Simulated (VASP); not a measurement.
Set up this calculation in VASP 6.6.1, as the native input.

* Task: single point
* Functional: PBE
* Potentials or basis: VASP PAW PBE potentials, release 64 (Cs_sv)
* Cutoff: 520 eV
* k mesh: 2 × 2 × 2
* Occupations: gaussian, width 0.1 eV
* Spin: no spin polarisation
* Dipole correction: no
* Further INCAR settings: ALGO = Normal; EDIFF = 1e-07; NBANDS = 36

The structure of Cs lies in POSCAR:

```
Cs
1.0
    0.0000000000      7.3521317200      7.3521317200
    7.3521317200      0.0000000000      7.3521317200
    7.3521317200      7.3521317200      0.0000000000
Cs
6
Direct
    0.7259766900      0.2740233100      0.2740233100
    0.2740233100      0.7259766900      0.7259766900
    0.2740233100      0.7259766900      0.2740233100
    0.7259766900      0.2740233100      0.7259766900
    0.2740233100      0.2740233100      0.7259766900
    0.7259766900      0.7259766900      0.2740233100
```

These files were run (other wordings do the same):

INCAR

```
ALGO     = Normal         # electronic algorithm
EDIFF    = 1E-7           # SCF threshold, eV
ENCUT    = 520            # plane-wave cutoff, eV
GGA      = PE             # functional
ISIF     = 2              # what is computed and relaxed
ISMEAR   = 0              # smearing method
LASPH    = True           # aspherical terms in the spheres
LCHARG   = True           # write CHGCAR
LELF     = True           # ELF
LREAL    = False          # projectors in reciprocal space
LVHAR    = True         
LWAVE    = False          # write WAVECAR
NBANDS   = 36             # bands
NELM     = 100            # most SCF steps
PREC     = Accurate       # precision mode
SIGMA    = 0.1            # smearing width, eV
```

KPOINTS

```
k-points
0
Gamma
  2 2 2
```

Potentials or basis: VASP PAW PBE potentials, release 64 (Cs_sv).

Command:

```console
$ cat potpaw_PBE.64/Cs_sv/POTCAR > POTCAR
$ mpirun -np 1 vasp_std > vasp.out
```

Results of the run:

```
Pressure               : 0.3 GPa
Largest force          : 0.418 eV/Å
Band gap on the k mesh : zero (band 27 reaches 0.45 eV, above the bottom of band 28 at 0.12 eV)
```

Caveat: the k points lie up to 0.37 Å⁻¹ apart; spin-orbit coupling is left out, which moves the levels of the heavy elements.

Run time: 120 s on 1 thread of Intel(R) Xeon(R) 6975P-C (Granite Rapids) (shared host), peak memory 0.92 GiB.
